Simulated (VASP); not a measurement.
# Cr (I4/mmm) in VASP: notebook

Cr is run at these levels: PBE; tasks: relaxation of shape and atoms at fixed volume.

Everything below comes from runs of VASP 6.6.1. Logs are shortened: lines on timing, memory, paths and dates and some standing lists are left out, and cuts for length are marked.

## (1) The cell of the first run

The typed cell holds 2 atoms: a = 2.390 Å, b = 2.390 Å, c = 3.903 Å, α = 90.00°, β = 90.00°, γ = 109.44°.

## (2) Relaxation of shape and atoms at fixed volume, PBE (volume scaled by 0.91)

Contents of INCAR:

```
SYSTEM = Cr
  PREC = Accurate
  ENCUT = 500
  EDIFF = 1E-7
  ISMEAR = 0
  SIGMA = 0.1
  LREAL = .FALSE.
  LASPH = .TRUE.
  NELM = 120
  ALGO = Normal
  ISIF = 4
  LWAVE = .FALSE.
  LCHARG = .FALSE.
  GGA = PE
  IBRION = 2
  NSW = 50
  EDIFFG = -0.01
  GGA_COMPAT = .FALSE.
  NELMIN = 4
```

Contents of KPOINTS:

```
regular mesh
0
G
  18 18 10
  0 0 0
```

Contents of POSCAR:

```
Cr
1.0
    1.3797236891     -1.3797236891      1.3805946290
   -1.3797236891      1.3797236891      1.3805946290
   -2.7596683620     -2.7596683620      0.0000000000
Cr
2
Direct
    0.0000000000      0.0000000000      0.0000000000
    0.5000000000      0.5000000000      0.5000000000
```

Potentials or basis: VASP PAW PBE potentials, release 64 (Cr_pv).

The run is started by

```sh
cat potpaw_PBE.64/Cr_pv/POTCAR > POTCAR
mpirun -np 1 vasp_std > vasp.out
```

OUTCAR:

```text
SYSTEM = Cr
   PREC = Accurate
   ENCUT = 500
   EDIFF = 1E-7
   ISMEAR = 0
   LREAL = .FALSE.
   LASPH = .TRUE.
   NELM = 120
   ISIF = 4
   GGA = PE
   IBRION = 2
   NSW = 50
   EDIFFG = -0.01
   NELMIN = 4

 ion  position               nearest neighbor table
   1  0.000  0.000  0.000-   2 2.39   2 2.39   2 2.39   2 2.39   2 2.76   2 2.76   2 2.76   2 2.76

   2  0.500  0.500  0.500-   1 2.39   1 2.39   1 2.39   1 2.39   1 2.76   1 2.76   1 2.76   1 2.76

  LATTYP: Found a base centered orthorhombic cell.
 ALAT       =     2.7611892580
 B/A-ratio  =     1.4133214142
 C/A-ratio  =     1.4134345967

  Lattice vectors:

 A1 = (   1.3797236891,  -1.3797236891,   1.3805946290)
 A2 = (  -1.3797236891,   1.3797236891,   1.3805946290)
 A3 = (  -2.7596683620,  -2.7596683620,   0.0000000000)

Analysis of symmetry for initial positions (statically):
=====================================================================
 Subroutine PRICEL returns following result:

  LATTYP: Found a face centered orthorhombic cell.
 ALAT       =     2.7611892580
 B/A-ratio  =     1.4133214142
 C/A-ratio  =     1.4134345967

  Lattice vectors:

 A1 = (   2.7595578701,   0.0001104919,   0.0000000000)
 A2 = (   1.3798341810,   1.3798341810,   1.3805946290)
 A3 = (   1.3797236891,  -1.3797236891,   1.3805946290)

   2 primitive cells build up your supercell.

 Routine SETGRP: Setting up the symmetry group for a
 base centered orthorhombic supercell.

 Subroutine GETGRP returns: Found  8 space group operations
 (whereof  8 operations were pure point group operations)
 out of a pool of  8 trial point group operations.

The static configuration has the point symmetry D_2h.

Analysis of symmetry for dynamics (positions and initial velocities):
=====================================================================
 Subroutine PRICEL returns following result:

  LATTYP: Found a face centered orthorhombic cell.
 ALAT       =     2.7611892580
 B/A-ratio  =     1.4133214142
 C/A-ratio  =     1.4134345967

  Lattice vectors:

 A1 = (   2.7595578701,   0.0001104919,   0.0000000000)
 A2 = (   1.3798341810,   1.3798341810,   1.3805946290)
 A3 = (   1.3797236891,  -1.3797236891,   1.3805946290)

   2 primitive cells build up your supercell.

 Routine SETGRP: Setting up the symmetry group for a
 base centered orthorhombic supercell.

 Subroutine GETGRP returns: Found  8 space group operations
 (whereof  8 operations were pure point group operations)
 out of a pool of  8 trial point group operations.

The dynamic configuration has the point symmetry D_2h.

 Subroutine INISYM returns: Found  8 space group operations
 (whereof  8 operations are pure point group operations),
 and found     2 'primitive' translations

----------------------------------------------------------------------------------------

                                     Primitive cell

  volume of cell :      10.5134

  direct lattice vectors                    reciprocal lattice vectors
     2.759557870  0.000110492  0.000000000     0.362376891 -0.000014509 -0.362162788
     1.379834181  1.379834181  1.380594629    -0.000014509  0.362376891  0.362162788
     1.379723689 -1.379723689  1.380594629     0.000014509 -0.362376891  0.362162788

  length of vectors
     2.759557872  2.390382033  2.390254473     0.512326943  0.512326943  0.512326943

  position of ions in fractional coordinates (direct lattice)
     0.000000000  0.000000000  0.000000000

  ion indices of the primitive-cell ions
   primitive index   ion index
                 1           1

----------------------------------------------------------------------------------------

 KPOINTS: regular mesh

Automatic generation of k-mesh.
 Grid dimensions read from file:
 generate k-points for:   18   18   10

 Generating k-lattice:

  Cartesian coordinates                     Fractional coordinates (reciprocal lattice)
     0.010066428 -0.010066428  0.020120155     0.055555556  0.000000000  0.000000000
    -0.010066428  0.010066428  0.020120155     0.000000000  0.055555556  0.000000000
    -0.018118119 -0.018118119  0.000000000     0.000000000  0.000000000  0.100000000

  Length of vectors
     0.024647243  0.024647243  0.025622890

  Shift w.r.t. Gamma in fractional coordinates (k-lattice)
     0.000000000  0.000000000  0.000000000

 Subroutine IBZKPT returns following result:
 ===========================================

 Found    546 irreducible k-points:

 Following reciprocal coordinates:
            Coordinates               Weight
  0.000000  0.000000  0.000000      1.000000
  0.055556 -0.000000  0.000000      4.000000
  0.111111 -0.000000  0.000000      4.000000
  0.166667  0.000000  0.000000      4.000000
  0.222222 -0.000000  0.000000      4.000000
  0.277778  0.000000  0.000000      4.000000
[... 16 lines left out ...]
 -0.277778  0.055556  0.000000      4.000000
 -0.222222  0.055556  0.000000      4.000000
 [... further k-points ...]
   k-points           NKPTS =    546   k-points in BZ     NKDIM =    546   number of bands    NBANDS=     16
   number of dos      NEDOS =    301   number of ions     NIONS =      2
   total plane-waves  NPLWV =   9072
   dimension x,y,z NGX =    18 NGY =   18 NGZ =   28
   dimension x,y,z NGXF=    36 NGYF=   36 NGZF=   56
   ions per type =               2
   NGX,Y,Z   is equivalent  to a cutoff of  12.52, 12.52, 11.93 a.u.
   NGXF,Y,Z  is equivalent  to a cutoff of  25.04, 25.04, 23.85 a.u.
 SYSTEM =  Cr
   PREC   = accura    normal or accurate (medium, high low for compatibility)
   ISTART =      0    job   : 0-new  1-cont  2-samecut
   ICHARG =      2    charge: 1-file 2-atom 10-const
   ISPIN  =      1    spin polarized calculation?
   LNONCOLLINEAR =      F non collinear calculations
   LSORBIT =      F    spin-orbit coupling
   LASPH  =      T    aspherical Exc in radial PAW
   ENCUT  =  500.0 eV  36.75 Ry    6.06 a.u.   4.36  4.36  7.12*2*pi/ulx,y,z
   NELM   =    120;   NELMIN=  4; NELMDL= -5     # of ELM steps
   EDIFF  = 0.1E-06   stopping-criterion for ELM
   LREAL  =      F    real-space projection
   EDIFFG = -.1E-01   stopping-criterion for IOM
   NSW    =     50    number of steps for IOM
   IBRION =      2    ionic relax: 0-MD 1-quasi-New 2-CG
   NFREE  =      1    steps in history (QN), initial steepest desc. (CG)
   ISIF   =      4    stress and relaxation
   ISYM   =      2    0-nonsym 1-usesym 2-fastsym
   POTIM  = 0.5000    time-step for ionic-motion
   TEBEG  =    0.0;   TEEND  =   0.0 temperature during run
   PSTRESS=    0.0 pullay stress
   NELECT =      24.0000    total number of electrons
   NUPDOWN=      -1.0000    fix difference up-down
   EMIN   =  10.00;   EMAX   =-10.00  energy-range for DOS
   EFERMI =   0.00;   METHOD = LEGACY
   ISMEAR =     0;   SIGMA  =   0.10  broadening in eV -4-tet -1-fermi 0-gaus
   EFERMI_NEDOS =   21; number of points for ismear=-14 and -15
   IALGO  =     38    algorithm
   IMIX   =      4    mixing-type and parameters
     AMIX     =   0.40;   BMIX     =  1.00
     AMIX_MAG =   1.60;   BMIX_MAG =  1.00
  volume/ion in A,a.u.               =      10.51        70.95
  Fermi-wavevector in a.u.,A,eV,Ry     =   1.710882  3.233099 39.825871  2.927119
  Thomas-Fermi vector in A             =   2.789099
   LORBIT       =      0    0 simple, 1 ext, 2 COOP (PROOUT), +10 PAW based schemes
   GGA     = PE    functional components
   LHFCALC =     F    Hartree Fock is set to
   AEXX    =    0.0000 exact exchange contribution
   IVDW    =     0    specifies the selected vdW correction
   LEPSILON=     F    determine dielectric tensor
   LRPA    =     F    only Hartree local field effects (RPA)
 conjugate gradient relaxation of ions
 non-spin polarized calculation
 Gauss-broadening in eV      SIGMA  =   0.10
  energy-cutoff  :      500.00
  volume of cell :       21.03
 maximum number of plane-waves:       545
 NGX is ok and might be reduce to    18
   NGX =  9   NGY =  9   NGZ = 15

--------------------------------------- Ionic step        1  -------------------------------------------

 number of electron      24.0000011 magnetization

 Free energy of the ion-electron system (eV)
  ---------------------------------------------------
  ext. energy  EPLUGINS =         0.00000000
  ---------------------------------------------------
  free energy    TOTEN  =       -18.86132643 eV

  energy without entropy =      -18.85451092  energy(sigma->0) =      -18.85791867

------------------------ aborting loop because EDIFF is reached ----------------------------------------

  FORCE on cell =-STRESS in cart. coord.  units (eV):
  Direction    XX          YY          ZZ          XY          YZ          ZX
  --------------------------------------------------------------------------------------
  -------------------------------------------------------------------------------------
  Total        3.8152463      3.8152463      3.7788009      0.0060688      0.0000000      0.0000000
  in kB      290.7086630    290.7086630    287.9316532      0.4624219      0.0000000      0.0000000
  external PRESSURE =     289.7829931 kB  Pullay stress =       0.0000000 kB

 VOLUME and BASIS-vectors are now :
 -----------------------------------------------------------------------------
  energy-cutoff  :      500.00
  volume of cell :       21.03
      direct lattice vectors                 reciprocal lattice vectors
     1.379723689 -1.379723689  1.380594629     0.181195700 -0.181195700  0.362162788
    -1.379723689  1.379723689  1.380594629    -0.181195700  0.181195700  0.362162788
    -2.759668362 -2.759668362  0.000000000    -0.181181191 -0.181181191  0.000000000

 POSITION                                       TOTAL-FORCE (eV/Angst)
 -----------------------------------------------------------------------------------
      0.00000      0.00000      0.00000         0.000000      0.000000     -0.000000
     -1.37983     -1.37983      1.38059        -0.000000     -0.000000      0.000000
 -----------------------------------------------------------------------------------
    total drift:                                0.000000     -0.000000     -0.000000

  FREE ENERGIE OF THE ION-ELECTRON SYSTEM (eV)
  ---------------------------------------------------
  free  energy   TOTEN  =       -18.8613264252 eV

  energy  without entropy=      -18.8545109165  energy(sigma->0) =      -18.85791867

--------------------------------------- Ionic step        2  -------------------------------------------

 number of electron      24.0000012 magnetization

 Free energy of the ion-electron system (eV)
  ---------------------------------------------------
  ext. energy  EPLUGINS =         0.00000000
  ---------------------------------------------------
  free energy    TOTEN  =       -18.86133198 eV

  energy without entropy =      -18.85451574  energy(sigma->0) =      -18.85792386

 E-fermi :  12.4068     XC(G=0): -14.2294

 val. band max:       12.3981962113   @ k =   0.2778   0.1111   0.1000
 cond. band min:      12.4071241279   @ k =  -0.3889   0.3889   0.0000
 fundamental gap:      0.0089279166
 Fermi energy:        12.4067773540

 k-point     1 :       0.0000    0.0000    0.0000
  band No.  band energies     occupation
      1     -31.4393      2.00000
      2     -30.5916      2.00000
      3     -30.2245      2.00000
      4     -30.2131      2.00000
      5     -30.2129      2.00000
      6     -30.2112      2.00000
[... 8 lines left out ...]
     15      13.6730      0.00000
     16      13.7636      0.00000

 k-point     2 :       0.0556   -0.0000    0.0000
  band No.  band energies     occupation
      1     -31.4269      2.00000
      2     -30.6027      2.00000
      3     -30.2430      2.00000
      4     -30.2394      2.00000
      5     -30.2172      2.00000
      6     -30.2155      2.00000
[... 8 lines left out ...]
     15      13.6511      0.00000
     16      13.6527      0.00000
[... 387 lines left out ...]
      5     -30.3172      2.00000
      6     -30.2699      2.00000
[... 8 lines left out ...]
     15      13.6053      0.00000
     16      13.6726      0.00000

 k-point    24 :      -0.2222    0.0556    0.0000
  band No.  band energies     occupation
      1     -31.2904      2.00000
      2     -30.7983      2.00000
      3     -30.6048      2.00000
      4     -30.3523      2.00000
      5     -30.2702      2.00000
      6     -30.2522      2.00000
[... 8 lines left out ...]
     15      13.4344      0.00000
     16      13.5734      0.00000

 [... further k-points ...]
[... 5 lines left out ...]
  --------------------------------------------------------------------------------------
  -------------------------------------------------------------------------------------
  Total        3.7926868      3.7926868      3.8100886     -0.0006489      0.0000000     -0.0000000
  in kB      288.9897067    288.9897067    290.3156616     -0.0494429      0.0000000     -0.0000000
  external PRESSURE =     289.4316917 kB  Pullay stress =       0.0000000 kB

 VOLUME and BASIS-vectors are now :
 -----------------------------------------------------------------------------
  energy-cutoff  :      500.00
  volume of cell :       21.03
      direct lattice vectors                 reciprocal lattice vectors
     1.379926153 -1.379926153  1.379785628     0.181169115 -0.181169115  0.362375133
    -1.379926153  1.379926153  1.379785628    -0.181169115  0.181169115  0.362375133
    -2.760881284 -2.760881284 -0.000000000    -0.181101594 -0.181101594  0.000000000

 POSITION                                       TOTAL-FORCE (eV/Angst)
 -----------------------------------------------------------------------------------
     -4.14081     -1.38096      1.37979        -0.000000      0.000000     -0.000000
     -1.38044     -1.38044      1.37979         0.000000      0.000000      0.000000
 -----------------------------------------------------------------------------------
    total drift:                                0.000000     -0.000000     -0.000000

  FREE ENERGIE OF THE ION-ELECTRON SYSTEM (eV)
  ---------------------------------------------------
  free  energy   TOTEN  =       -18.8613319808 eV

  energy  without entropy=      -18.8545157392  energy(sigma->0) =      -18.85792386

 reached required accuracy - stopping structural energy minimisation
```

It took 6 min on 1 thread of Intel Xeon 8259CL, shared host; peak memory 0.25 GiB.

Results:

- Free energy: -18.8613 eV
- Energy gained by relaxing: 0.0 meV/atom
- Ionic steps: 2
- Pressure after relaxing: 28.9 GPa
- Band gap on the k mesh: zero (band 12 reaches 13.85 eV, above the bottom of band 13 at 11.68 eV)

Final structure:
```
CELL_PARAMETERS angstrom
1.37993 -1.37993 1.37979
-1.37993 1.37993 1.37979
-2.76088 -2.76088 0.00000
ATOMIC_POSITIONS crystal
Cr 0.00000 0.00000 0.00000
Cr 0.50000 0.50000 0.50000
```

Levels at points of the mesh, in eV from the Fermi level:
```csv
k point,band 10,band 11,band 12,band 13,band 14,band 15
"(0.00, 0.00, 0.00)",-1.08,-1.08,-1.07,1.24,1.25,1.27
"(0.50, 0.00, 0.00)",-2.73,-1.79,-1.79,1.01,1.01,1.82
"(0.50, 0.50, 0.00)",-2.83,1.27,1.36,1.65,2.75,2.76
"(0.00, 0.00, 0.50)",-2.02,-1.40,-1.40,0.82,0.82,0.87
"(0.50, 0.00, 0.50)",-2.84,1.27,1.27,1.36,1.36,1.65
"(0.50, 0.50, 0.50)",-3.18,-0.60,-0.60,0.40,0.40,2.98
```

Caveat: the run has no spin polarisation, though such a crystal can be magnetic. Spin polarisation is off, so any magnetic state and its effect on volume and gap are missing.

## (3) Relaxation of shape and atoms at fixed volume, PBE (volume scaled by 0.94)

Contents of INCAR:

```
PREC = Accurate ; ENCUT = 500
EDIFF = 1E-7 ; ISMEAR = 0
SIGMA = 0.1 ; LREAL = False
LASPH = True ; NELM = 120
ALGO = Normal ; ISIF = 4
LWAVE = False ; LCHARG = False
GGA = PE ; IBRION = 2
NSW = 50 ; EDIFFG = -0.01
GGA_COMPAT = False ; NELMIN = 4
```

Contents of KPOINTS:

```
regular mesh
0
Gamma
  18 18 10
```

Contents of POSCAR:

```
Cr
1.0
    1.3947218607     -1.3947218607      1.3956022681
   -1.3947218607      1.3947218607      1.3956022681
   -2.7896671075     -2.7896671075      0.0000000000
Cr
2
Direct
    0.0000000000      0.0000000000      0.0000000000
    0.5000000000      0.5000000000      0.5000000000
```

Potentials or basis: VASP PAW PBE potentials, release 64 (Cr_pv).

The run is started by

```sh
cat potpaw_PBE.64/Cr_pv/POTCAR > POTCAR
mpirun -np 1 vasp_std > vasp.out
```

Run time: 4.4 min. Hardware: 1 thread of Intel Xeon 8259CL, shared host; peak memory 0.26 GiB.

It converged, with:

* Free energy: -18.9621 eV
* Pressure after relaxing: 17.5 GPa
* Band gap on the k mesh: zero (band 12 reaches 13.29 eV, above the bottom of band 13 at 11.22 eV)

Stress tensor (GPa, compression positive):
```
17.55  0.02  0.00
 0.02 17.55  0.00
 0.00  0.00 17.40
```

Final structure:
```
CELL_PARAMETERS angstrom
1.39472 -1.39472 1.39560
-1.39472 1.39472 1.39560
-2.78967 -2.78967 0.00000
ATOMIC_POSITIONS crystal
Cr 0.00000 0.00000 0.00000
Cr 0.50000 0.50000 0.50000
```

Levels at points of the mesh, in eV from the Fermi level:
```tsv
k point	band 8	band 9	band 10	band 11	band 12	band 13	band 14	band 15	band 16
(0.00, 0.00, 0.00)	-4.78	-2.71	-1.02	-1.02	-1.02	1.20	1.20	1.22	1.27
(0.50, 0.00, 0.00)	-3.55	-2.61	-2.61	-1.74	-1.74	0.98	0.98	1.74	1.74
(0.50, 0.50, 0.00)	-4.74	-4.74	-2.71	1.22	1.27	1.59	2.64	2.64	2.64
(0.00, 0.00, 0.50)	-5.71	-1.92	-1.92	-1.34	-1.34	0.79	0.79	0.85	0.85
(0.50, 0.00, 0.50)	-4.78	-2.71	-2.71	1.21	1.21	1.26	1.26	1.58	1.58
(0.50, 0.50, 0.50)	-3.84	-3.05	-3.05	-0.57	-0.57	0.39	0.39	2.85	2.85
```

Caveat: the relaxation stopped at its first step, so nothing moved; the run has no spin polarisation, though such a crystal can be magnetic. Spin polarisation is off, so any magnetic state and its effect on volume and gap are missing.

[end of part 1 of 2]
